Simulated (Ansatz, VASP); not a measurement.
Ti: VASP beside Ansatz

INCAR

```
SYSTEM = Ti
PREC = Accurate
ENCUT = 520
EDIFF = 1E-6
ISMEAR = 0
SIGMA = 0.15
LREAL = .FALSE.
LASPH = .TRUE.
NELM = 100
ALGO = Fast
ISIF = 2
LWAVE = .FALSE.
LCHARG = .FALSE.
GGA = PS
NBANDS = 25
```

Contents of KPOINTS:

```
Automatic mesh
0
G
  12 12 18
  0 0 0
```

The input POSCAR:

```
Ti
1.0
    4.3740937984      0.0000000000      0.0000000000
   -2.1870468992      3.7880763480      0.0000000000
    0.0000000000      0.0000000000      2.9824007724
Ti
3
Direct
    0.0000000000      0.0000000000      0.0000000000
    0.3333333333      0.6666666667      0.5000000000
    0.6666666667      0.3333333333      0.5000000000
```

Input for Ansatz:

```yaml
crystal:
  lattice:
    - [4.3740937984, 0.0, 0.0]
    - [-2.1870468992, 3.788076348, 0.0]
    - [0.0, 0.0, 2.9824007724]
  atoms:
    - { symbol: Ti, position: [0.0, 0.0, 0.0] }
    - { symbol: Ti, position: [0.3333333333, 0.6666666667, 0.5] }
    - { symbol: Ti, position: [0.6666666667, 0.3333333333, 0.5] }
basis:
  ecutwfc: 420
kpoints:
  mp_grid: { grid: [12, 12, 18] }
hamiltonian:
  xc: pbesol
scf:
  occupations: { method: gaussian, width: 0.15 }
output:
  forces: true
  stress: true
  eigenvalues: true
```

Alike in both runs: task single point; functional PBEsol; k mesh 12 × 12 × 18; occupations gaussian, width 0.15 eV; no spin polarisation.

|  | VASP | Ansatz |
| --- | --- | --- |
| version | VASP 6.6.1 | Ansatz 0.2.0 |
| potentials or method | VASP PAW PBE potentials, release 64 (Ti_sv), cutoff 520 eV | scalar-relativistic, plane waves, PAW |
| valence electrons in the cell | 36 | 36 |

|  | VASP | Ansatz | Ansatz less VASP |
| --- | --- | --- | --- |
| gap on the k mesh at the Fermi level (eV) | none | none | - |
| pressure (GPa) | -0.4 | -0.1 | +0.31 |
| traceless stress, the component that is largest in VASP (GPa) | -10.78 | -10.83 | -0.050 |

VASP's potentials were made for PBE, not for PBEsol. A gap of «none» marks a metal or a gap that the smearing closes.
